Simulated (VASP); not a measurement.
# Si (a cell with a defect) in VASP: single point with PBEsol

Aim: the single point of Si (a cell with a defect) with PBEsol.

Everything below comes from runs of VASP 6.6.1. Logs are shortened: lines on timing, memory, paths and dates and some standing lists are left out, and cuts for length are marked.

### Step 1. The cell of the first run

The cell holds a defect, 63 atoms: a = 10.866 Å, b = 10.866 Å, c = 10.866 Å, α = 90.00°, β = 90.00°, γ = 90.00°.

### Step 2. Single point, PBEsol, collinear spin

INCAR reads:

```
SYSTEM = Si
PREC = Accurate
ENCUT = 400
EDIFF = 1E-6
ISMEAR = -1
SIGMA = 0.05
LREAL = Auto
LASPH = .TRUE.
NELM = 200
ALGO = Normal
ISIF = 2
LWAVE = .FALSE.
LCHARG = .FALSE.
ISPIN = 2
MAGMOM = 0 0 0 0 0 0 0 0 0 0 0 0 0 0 0.25 0 0 0 0 0 0 0 0 0 0.25 0 0 0 0 0 0 0 0 0 0 0 0 0 0 0 0 0.25 0 0 0 0 0 0 0 0 0 0 0 0 0 0 0 0 0 0.25 0 0 0
LORBIT = 11
GGA = PS
NBANDS = 167
NELECT = 251.0
ISYM = -1
GGA_COMPAT = .FALSE.
```

KPOINTS reads:

```
explicit points
1
Reciprocal
  0.25000000   0.25000000   0.25000000 1
```

POSCAR reads:

```
Si
1.0
   10.8655790000      0.0000000000      0.0000000000
    0.0000000000     10.8655790000      0.0000000000
    0.0000000000      0.0000000000     10.8655790000
Si
63
Direct
    0.9999210000      0.0000370000      0.9998170000
    0.9994060000      0.9996520000      0.5011170000
    0.9994340000      0.5013020000      0.9994060000
    0.9999910000      0.4999370000      0.4997460000
    0.5011960000      0.9997090000      0.9994530000
    0.4998140000      0.0001870000      0.4997340000
    0.4997700000      0.4998650000      0.9999990000
    0.1247190000      0.1248680000      0.1246350000
    0.1256340000      0.1256700000      0.6249550000
    0.1256240000      0.6251180000      0.1255070000
    0.1242800000      0.6253010000      0.6251050000
    0.6250550000      0.1258400000      0.1256420000
    0.6252950000      0.1243270000      0.6250970000
    0.6253730000      0.6254140000      0.1240270000
    0.6200370000      0.6199060000      0.6198340000
    0.2501110000      0.2502620000      0.9995470000
    0.2512380000      0.2512890000      0.4987170000
    0.2501360000      0.7493880000      0.9997590000
    0.2536820000      0.7468160000      0.5020450000
    0.7493820000      0.2502190000      0.9997820000
    0.7466470000      0.2538850000      0.5020420000
    0.7501550000      0.7502160000      0.9990600000
    0.7474960000      0.7474530000      0.5007000000
    0.3751080000      0.3750190000      0.1245280000
    0.3782140000      0.3781010000      0.6181400000
    0.3741150000      0.8736950000      0.1259290000
    0.3763660000      0.8749990000      0.6255020000
    0.8735320000      0.3742620000      0.1260490000
    0.8749620000      0.3763050000      0.6254610000
    0.8749650000      0.8750030000      0.1248580000
    0.8738910000      0.8739820000      0.6249360000
    0.2501450000      0.9998200000      0.2500090000
    0.2501390000      0.9998640000      0.7492370000
    0.2512600000      0.4988060000      0.2510820000
    0.2535860000      0.5022760000      0.7467040000
    0.7493660000      0.9999870000      0.2500790000
    0.7500900000      0.9993210000      0.7499760000
    0.7466770000      0.5022620000      0.2535910000
    0.7474330000      0.5007800000      0.7473990000
    0.3750450000      0.1246980000      0.3748880000
    0.3740970000      0.1261360000      0.8735010000
    0.3783260000      0.6181390000      0.3779390000
    0.3763110000      0.6256010000      0.8749000000
    0.8734710000      0.1262760000      0.3740540000
    0.8748760000      0.1250560000      0.8747980000
    0.8749680000      0.6256240000      0.3761440000
    0.8739380000      0.6251600000      0.8737350000
    0.9996450000      0.2502370000      0.2500510000
    0.9999050000      0.2501570000      0.7492340000
    0.9999340000      0.7494760000      0.2500550000
    0.9993030000      0.7501700000      0.7499360000
    0.4990150000      0.2515110000      0.2513470000
    0.5022570000      0.2535610000      0.7467740000
    0.5022860000      0.7469850000      0.2533930000
    0.5008720000      0.7474900000      0.7473530000
    0.1245370000      0.3750620000      0.3749320000
    0.1260200000      0.3742930000      0.8735050000
    0.1260710000      0.8736830000      0.3741100000
    0.1249610000      0.8749780000      0.8747910000
    0.6174550000      0.3790410000      0.3787460000
    0.6255840000      0.3764150000      0.8749480000
    0.6255260000      0.8750880000      0.3762850000
    0.6250090000      0.8741040000      0.8737960000
```

Potentials or basis: VASP PAW PBE potentials, release 64 (Si).

Started as:

```bash
$ cat potpaw_PBE.64/Si/POTCAR > POTCAR
$ mpirun -np 1 vasp_std > vasp.out
```

OUTCAR:

```text
SYSTEM = Si
   PREC = Accurate
   ENCUT = 400
   EDIFF = 1E-6
   ISMEAR = -1
   LREAL = Auto
   LASPH = .TRUE.
   NELM = 200
   ISIF = 2
   ISPIN = 2
   LORBIT = 11
   GGA = PS
   NELECT = 251.0
   ISYM = -1

 ion  position               nearest neighbor table
   1  1.000  0.000  1.000-   8 2.35  30 2.35  45 2.35  59 2.35
   2  0.999  1.000  0.501-  31 2.35   9 2.36  44 2.38  58 2.38
   3  0.999  0.501  0.999-  47 2.35  10 2.36  57 2.38  28 2.38
   4  1.000  0.500  0.500-  56 2.35  46 2.35  29 2.35  11 2.35
   5  0.501  1.000  0.999-  63 2.35  12 2.36  41 2.38  26 2.38
   6  0.500  0.000  0.500-  40 2.35  62 2.35  27 2.35  13 2.35
   7  0.500  0.500  1.000-  24 2.35  43 2.35  61 2.35  14 2.35
   8  0.125  0.125  0.125-   1 2.35  32 2.36  48 2.36  16 2.36
   9  0.126  0.126  0.625-  49 2.35  33 2.35   2 2.36  17 2.37
  10  0.126  0.625  0.126-  18 2.35  50 2.35   3 2.36  34 2.37
  11  0.124  0.625  0.625-  35 2.35  19 2.35  51 2.35   4 2.35
  12  0.625  0.126  0.126-  20 2.35  36 2.35   5 2.36  52 2.37
  13  0.625  0.124  0.625-  53 2.35  21 2.35  37 2.35   6 2.35
  14  0.625  0.625  0.124-  54 2.35  38 2.35  22 2.35   7 2.35
  15  0.620  0.620  0.620-  39 2.35  23 2.35  55 2.35
  16  0.250  0.250  1.000-  41 2.35  57 2.35  24 2.35   8 2.36
  17  0.251  0.251  0.499-  25 2.34  40 2.35  56 2.35   9 2.37
  18  0.250  0.749  1.000-  26 2.35  10 2.35  43 2.35  59 2.36
  19  0.254  0.747  0.502-  11 2.35  27 2.35  42 2.37  58 2.40
  20  0.749  0.250  1.000-  28 2.35  12 2.35  61 2.35  45 2.36
  21  0.747  0.254  0.502-  13 2.35  29 2.35  60 2.37  44 2.40
  22  0.750  0.750  0.999-  47 2.35  63 2.35  14 2.35  30 2.35
[... 24 lines left out ...]
  47  0.874  0.625  0.874-  22 2.35  51 2.35   3 2.35  39 2.37
  48  1.000  0.250  0.250-  44 2.35  28 2.35  56 2.35   8 2.36
[... 9 lines left out ...]
  58  0.126  0.874  0.374-  32 2.35  50 2.35   2 2.38  19 2.40
  59  0.125  0.875  0.875-   1 2.35  51 2.35  33 2.36  18 2.36
  60  0.617  0.379  0.379-  52 2.34  38 2.37  21 2.37
  61  0.626  0.376  0.875-  39 2.35   7 2.35  53 2.35  20 2.35
  62  0.626  0.875  0.376-  23 2.35   6 2.35  54 2.35  36 2.35
  63  0.625  0.874  0.874-  37 2.35  22 2.35   5 2.35  55 2.37

IMPORTANT INFORMATION: All symmetrisations will be switched off!
NOSYMM: (Re-)initialisation of all symmetry stuff for point group C_1.

----------------------------------------------------------------------------------------

                                     Primitive cell

  volume of cell :    1282.7990

  direct lattice vectors                    reciprocal lattice vectors
    10.865579000  0.000000000  0.000000000     0.092033752  0.000000000  0.000000000
     0.000000000 10.865579000  0.000000000     0.000000000  0.092033752  0.000000000
     0.000000000  0.000000000 10.865579000     0.000000000  0.000000000  0.092033752

  length of vectors
    10.865579000 10.865579000 10.865579000     0.092033752  0.092033752  0.092033752

  position of ions in fractional coordinates (direct lattice)
     0.999921000  0.000037000  0.999817000
     0.999406000  0.999652000  0.501117000
     0.999434000  0.501302000  0.999406000
     0.999991000  0.499937000  0.499746000
     0.501196000  0.999709000  0.999453000
     0.499814000  0.000187000  0.499734000
[... 55 lines left out ...]
     0.625526000  0.875088000  0.376285000
     0.625009000  0.874104000  0.873796000

  ion indices of the primitive-cell ions
   primitive index   ion index
                 1           1
                 2           2
                 3           3
                 4           4
                 5           5
                 6           6
[... 55 lines left out ...]
                62          62
                63          63

----------------------------------------------------------------------------------------

 KPOINTS: explicit points

Read explicit list of k-points.

 Found      1 k-points:

 Following reciprocal coordinates:
            Coordinates               Weight
  0.250000  0.250000  0.250000      1.000000
   k-points           NKPTS =      1   k-points in BZ     NKDIM =      1   number of bands    NBANDS=    167
   number of dos      NEDOS =    301   number of ions     NIONS =     63
   total plane-waves  NPLWV = 373248
   dimension x,y,z NGX =    72 NGY =   72 NGZ =   72
   dimension x,y,z NGXF=   144 NGYF=  144 NGZF=  144
   ions per type =              63
   NGX,Y,Z   is equivalent  to a cutoff of  11.02, 11.02, 11.02 a.u.
   NGXF,Y,Z  is equivalent  to a cutoff of  22.03, 22.03, 22.03 a.u.
 SYSTEM =  Si
   PREC   = accura    normal or accurate (medium, high low for compatibility)
   ISTART =      0    job   : 0-new  1-cont  2-samecut
   ICHARG =      2    charge: 1-file 2-atom 10-const
   ISPIN  =      2    spin polarized calculation?
   LNONCOLLINEAR =      F non collinear calculations
   LSORBIT =      F    spin-orbit coupling
   LASPH  =      T    aspherical Exc in radial PAW
   ENCUT  =  400.0 eV  29.40 Ry    5.42 a.u.  17.72 17.72 17.72*2*pi/ulx,y,z
   NELM   =    200;   NELMIN=  2; NELMDL= -5     # of ELM steps
   EDIFF  = 0.1E-05   stopping-criterion for ELM
   LREAL  =      T    real-space projection
   EDIFFG = 0.1E-04   stopping-criterion for IOM
   NSW    =      0    number of steps for IOM
   IBRION =     -1    ionic relax: 0-MD 1-quasi-New 2-CG
   NFREE  =      0    steps in history (QN), initial steepest desc. (CG)
   ISIF   =      2    stress and relaxation
   ISYM   =     -1    0-nonsym 1-usesym 2-fastsym
   POTIM  = 0.5000    time-step for ionic-motion
   TEBEG  =    0.0;   TEEND  =   0.0 temperature during run
   PSTRESS=    0.0 pullay stress
   NELECT =     251.0000    total number of electrons
   NUPDOWN=      -1.0000    fix difference up-down
   EMIN   =  10.00;   EMAX   =-10.00  energy-range for DOS
   EFERMI =   0.00;   METHOD = LEGACY
   ISMEAR =    -1;   SIGMA  =   0.05  broadening in eV -4-tet -1-fermi 0-gaus
   EFERMI_NEDOS =   21; number of points for ismear=-14 and -15
   IALGO  =     38    algorithm
   IMIX   =      4    mixing-type and parameters
     AMIX     =   0.40;   BMIX     =  1.00
     AMIX_MAG =   1.60;   BMIX_MAG =  1.00
  volume/ion in A,a.u.               =      20.36       137.41
  Fermi-wavevector in a.u.,A,eV,Ry     =   0.950415  1.796024 12.289984  0.903288
  Thomas-Fermi vector in A             =   2.078789
   LORBIT       =     11    0 simple, 1 ext, 2 COOP (PROOUT), +10 PAW based schemes
   GGA     = PS    functional components
   LHFCALC =     F    Hartree Fock is set to
   AEXX    =    0.0000 exact exchange contribution
   IVDW    =     0    specifies the selected vdW correction
   LEPSILON=     F    determine dielectric tensor
   LRPA    =     F    only Hartree local field effects (RPA)
 spin polarized calculation
  energy-cutoff  :      400.00
  volume of cell :     1282.80
 maximum number of plane-waves:     23294
 NGX is ok and might be reduce to    70
   NGX = 35   NGY = 35   NGZ = 35

 number of electron     250.9999972 magnetization       0.9855946

 Free energy of the ion-electron system (eV)
  ---------------------------------------------------
  ext. energy  EPLUGINS =         0.00000000
  ---------------------------------------------------
  free energy    TOTEN  =      -364.14299095 eV

  energy without entropy =     -364.13675581  energy(sigma->0) =     -364.13987338

 E-fermi :   5.5312     XC(G=0):  -9.4813

 val. band max:        5.2742669216   @ k =   0.2500   0.2500   0.2500
 cond. band min:       5.7627915055   @ k =   0.2500   0.2500   0.2500
 fundamental gap:      0.4885245840
 Fermi energy:         5.5312172064

 spin component 1

 k-point     1 :       0.2500    0.2500    0.2500
  band No.  band energies     occupation
      1      -6.0994      1.00000
      2      -5.5865      1.00000
      3      -5.5860      1.00000
      4      -5.5144      1.00000
      5      -5.0775      1.00000
      6      -5.0770      1.00000
[... 129 lines left out ...]
    136       7.4330      0.00000
    137       7.4338      0.00000
 Fermi energy:         5.5312172064

 spin component 2

 k-point     1 :       0.2500    0.2500    0.2500
  band No.  band energies     occupation
      1      -6.0894      1.00000
      2      -5.5805      1.00000
      3      -5.5800      1.00000
      4      -5.4971      1.00000
      5      -5.0719      1.00000
      6      -5.0714      1.00000
[... 129 lines left out ...]
    136       7.4434      0.00000
    137       7.4443      0.00000
 [bands above 137 left out]

------------------------ aborting loop because EDIFF is reached ----------------------------------------

  FORCE on cell =-STRESS in cart. coord.  units (eV):
  Direction    XX          YY          ZZ          XY          YZ          ZX
  --------------------------------------------------------------------------------------
  -------------------------------------------------------------------------------------
  Total      -14.5163269    -14.4998902    -14.4775751     -4.6464270     -4.7293422     -4.6684773
  in kB      -18.1304548    -18.1099260    -18.0820550     -5.8032474     -5.9068059     -5.8307875
  external PRESSURE =     -18.1074786 kB  Pullay stress =       0.0000000 kB

 VOLUME and BASIS-vectors are now :
 -----------------------------------------------------------------------------
  energy-cutoff  :      400.00
  volume of cell :     1282.80
      direct lattice vectors                 reciprocal lattice vectors
    10.865579000  0.000000000  0.000000000     0.092033752  0.000000000  0.000000000
     0.000000000 10.865579000  0.000000000     0.000000000  0.092033752  0.000000000
     0.000000000  0.000000000 10.865579000     0.000000000  0.000000000  0.092033752

 POSITION                                       TOTAL-FORCE (eV/Angst)
 -----------------------------------------------------------------------------------
     10.86472      0.00040     10.86359         0.004697      0.000987      0.000646
     10.85912     10.86180      5.44493         0.006798      0.003260      0.000801
     10.85943      5.44694     10.85912         0.003286      0.006125      0.007542
     10.86548      5.43210      5.43003         0.007177     -0.004633     -0.000561
      5.44578     10.86242     10.85964         0.005033      0.001794      0.006891
      5.43077      0.00203      5.42990        -0.003222     -0.000594      0.005117
[... 55 lines left out ...]
      6.79670      9.50834      4.08855         0.010648     -0.002724     -0.008057
      6.79108      9.49765      9.49430         0.003222     -0.003913      0.007934
 -----------------------------------------------------------------------------------
    total drift:                               -0.006553     -0.010567     -0.003328

  FREE ENERGIE OF THE ION-ELECTRON SYSTEM (eV)
  ---------------------------------------------------
  free  energy   TOTEN  =      -364.1429909455 eV

  energy  without entropy=     -364.1367558102  energy(sigma->0) =     -364.13987338

 total charge

# of ion       s       p       d       tot
------------------------------------------
    1        0.752   0.934   0.000   1.686
    2        0.756   0.915   0.000   1.672
    3        0.756   0.916   0.000   1.672
    4        0.751   0.938   0.000   1.689
    5        0.756   0.915   0.000   1.672
    6        0.751   0.938   0.000   1.689
[... 55 lines left out ...]
   62        0.752   0.937   0.000   1.689
   63        0.752   0.932   0.000   1.684
--------------------------------------------------
tot         47.615  58.058   0.000 105.673

 magnetization (x)

# of ion       s       p       d       tot
------------------------------------------
    1        0.000  -0.000   0.000  -0.000
    2        0.003   0.004   0.000   0.007
    3        0.003   0.004   0.000   0.007
    4        0.000   0.000   0.000   0.000
    5        0.003   0.004   0.000   0.007
    6        0.000   0.000   0.000   0.000
[... 55 lines left out ...]
   62        0.000  -0.000   0.000  -0.000
   63        0.006   0.011   0.000   0.017
--------------------------------------------------
tot          0.112   0.240   0.000   0.353
```

Run time: 9.6 min. Hardware: 1 thread of Intel Xeon Platinum 8488C (Sapphire Rapids), shared host; peak memory 1.1 GiB.

Results:

```
Free energy                                           : -364.1430 eV
Largest force                                         : 0.043 eV/Å
Net moment                                            : 0.99 μB per cell
Site moments                                          : Si -0.00, +0.01, +0.00, +0.19, +0.02 (each value once) μB
Valence electrons inside the program's atomic spheres : Si 1.69, 1.67, 1.68, 1.64, 1.61 (each value once)
```

Forces in eV/Å, atoms in the order of the input:
```
Si   0.005  0.001  0.001
Si   0.007  0.003  0.001
Si   0.003  0.006  0.008
Si   0.007 -0.005 -0.001
Si   0.005  0.002  0.007
Si  -0.003 -0.001  0.005
Si   0.011  0.010  0.005
Si  -0.003 -0.003 -0.005
Si   0.005  0.000 -0.006
Si   0.004 -0.007  0.006
Si  -0.007  0.005  0.001
Si  -0.003 -0.003  0.001
Si   0.005 -0.006  0.005
Si  -0.006 -0.006  0.000
Si  -0.015 -0.008 -0.011
Si   0.004  0.003  0.006
Si  -0.016 -0.015  0.002
Si  -0.002  0.010  0.000
Si  -0.008  0.015  0.004
Si   0.004  0.002  0.004
Si   0.009 -0.012 -0.003
Si   0.006  0.014  0.004
Si  -0.001  0.010 -0.009
Si  -0.015 -0.013 -0.004
Si   0.021  0.024 -0.028
Si  -0.004  0.000  0.001
Si  -0.006  0.001 -0.006
Si  -0.004 -0.005 -0.001
Si   0.001  0.000  0.005
Si  -0.006  0.001 -0.002
Si   0.003  0.001  0.003
Si  -0.003 -0.003  0.006
Si   0.001  0.006  0.005
Si  -0.018  0.006 -0.012
Si  -0.008  0.001  0.013
Si   0.003 -0.005 -0.005
Si   0.007  0.009  0.003
Si   0.010  0.001 -0.013
Si   0.013 -0.002  0.000
Si  -0.006  0.000 -0.011
Si  -0.008  0.000 -0.004
Si   0.021 -0.025  0.020
Si  -0.002  0.005 -0.004
Si   0.000  0.001 -0.002
Si   0.004 -0.009 -0.001
Si   0.002  0.005 -0.006
Si   0.000 -0.002  0.002
Si   0.002  0.000 -0.001
Si   0.000  0.005  0.009
Si  -0.002  0.001 -0.002
Si   0.004  0.007  0.004
Si  -0.003 -0.014 -0.011
Si   0.004 -0.008  0.017
Si   0.000  0.011 -0.013
Si  -0.007 -0.001  0.005
Si  -0.001 -0.001 -0.005
Si   0.000 -0.012 -0.004
Si   0.004  0.005 -0.009
Si  -0.007 -0.001  0.005
Si  -0.020  0.018  0.019
Si  -0.006 -0.012  0.000
Si   0.011 -0.003 -0.008
Si   0.003 -0.004  0.008
```

Levels at points of the mesh, in eV from the Fermi level:
Spin up:
```csv
k point,band 123,band 124,band 125,band 126,band 127,band 128,band 129,band 130
"(0.25, 0.25, 0.25)",-0.66,-0.35,-0.35,-0.26,0.47,0.47,0.93,0.93
```
Spin down:
| k point | band 121 | band 122 | band 123 | band 124 | band 125 | band 126 | band 127 | band 128 | band 129 | band 130 |
| --- | --- | --- | --- | --- | --- | --- | --- | --- | --- | --- |
| (0.25, 0.25, 0.25) | -0.82 | -0.82 | -0.66 | -0.34 | -0.34 | 0.23 | 0.51 | 0.51 | 0.94 | 0.94 |

Caveat: the cell carries a net charge on a neutralising background, which shifts energy and pressure; the cell is charged against a uniform background, so pressure and absolute levels hang on convention; the PAW data sets were made with another functional, which shifts forces and pressure a little.
